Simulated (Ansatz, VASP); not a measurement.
Two plane-wave programs on Mg3Cd2Te5

```xyz
10
Lattice="-2.3190 4.0166 0.0000 -4.6379 0.0000 0.0000 -2.3190 1.3389 18.8892" Properties=species:S:1:pos:R:3 pbc="T T T"
Mg   -2.3190    1.3389   18.8345
Mg   -4.6379    2.6777   15.1044
Mg   -6.9569    4.0166   11.3654
Cd   -2.3190    1.3389    7.5991
Cd   -4.6379    2.6777    3.7536
Te   -4.6379    2.6777   17.9251
Te   -6.9569    4.0166   14.1883
Te   -2.3190    1.3389   10.4651
Te   -4.6379    2.6777    6.6127
Te   -6.9569    4.0166    2.7642
```

Alike in both runs: task single point; functional PBE; k mesh 4 × 4 × 4; occupations gaussian, width 0.1 eV; no spin polarisation.

|  | VASP | Ansatz |
| --- | --- | --- |
| version | VASP 6.6.1 | Ansatz 0.2.0 |
| potentials or method | VASP PAW PBE potentials, release 64 (Mg, Cd, Te), cutoff 520 eV | scalar-relativistic, plane waves, PAW |
| valence electrons in the cell | 60 | 150 |

|  | VASP | Ansatz | Ansatz less VASP |
| --- | --- | --- | --- |
| gap on the k mesh at the Fermi level (eV) | 1.24 | 1.25 | +0.004 |
| least direct gap on the mesh (eV) | 1.24 | 1.25 | +0.004 |
| pressure (GPa) | 0.1 | 0.1 | -0.04 |
| traceless stress, the component that is largest in VASP (GPa) | -0.14 | -0.14 | +0.001 |
| rms of the force components (eV/Å) | 0.009 | 0.006 | -0.0029 |

Atom by atom the forces differ by 0.004 eV/Å (rms over components). VASP's potentials hold 60 valence electrons a cell and Ansatz's 150, so a difference there can come from the potentials and not from the codes.

Spin-orbit coupling is off throughout.
